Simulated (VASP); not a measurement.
Set up this calculation in VASP 6.6.1, as the native input.

```
Task                   : single point
Functional             : PBE
Potentials or basis    : VASP PAW PBE potentials, release 64 (Ge_d)
Cutoff                 : 520 eV
k mesh                 : 8 × 8 × 10
Occupations            : fermi-dirac, width 0.08 eV
Spin                   : no spin polarisation
Dipole correction      : no
Further INCAR settings : ALGO = Normal; EDIFF = 1e-07; NBANDS = 28
```

The structure of Ge lies in POSCAR:

```
Ge
1.0
    4.0541221820      0.0000000000      0.0000000000
   -2.0270610910      3.5109727997      0.0000000000
    0.0000000000      0.0000000000      2.3762101992
Ge
3
Direct
    0.0000000000      0.0000000000      0.0000000000
    0.3333333333      0.6666666667      0.5000000000
    0.6666666667      0.3333333333      0.5000000000
```

These files were run (other wordings do the same):

INCAR

```
PREC     = Accurate       # precision mode
ENCUT    = 520            # plane-wave cutoff, eV
EDIFF    = 1E-7           # SCF threshold, eV
ISMEAR   = -1             # smearing method
SIGMA    = 0.08           # smearing width, eV
LREAL    = F              # projectors in reciprocal space
LASPH    = T              # aspherical terms in the spheres
NELM     = 60             # most SCF steps
ALGO     = Normal         # electronic algorithm
ISIF     = 2              # what is computed and relaxed
LWAVE    = F              # write WAVECAR
LCHARG   = F              # write CHGCAR
GGA      = PE             # functional
NBANDS   = 28             # bands
```

KPOINTS

```
regular mesh
0
Gamma
  8 8 10
```

Potentials or basis: VASP PAW PBE potentials, release 64 (Ge_d).

The run is started by

```bash
$ cat potpaw_PBE.64/Ge_d/POTCAR > POTCAR
$ mpirun -np 1 vasp_std > vasp.out
```

It gave:

| Quantity | Value |
| --- | --- |
| Pressure | 119.1 GPa |
| Band gap on the k mesh | zero (band 21 reaches 17.10 eV, above the bottom of band 22 at 8.10 eV) |

Run time: 28 s on 1 thread of Intel(R) Xeon(R) 6975P-C (Granite Rapids) (shared host), peak memory 0.16 GiB.
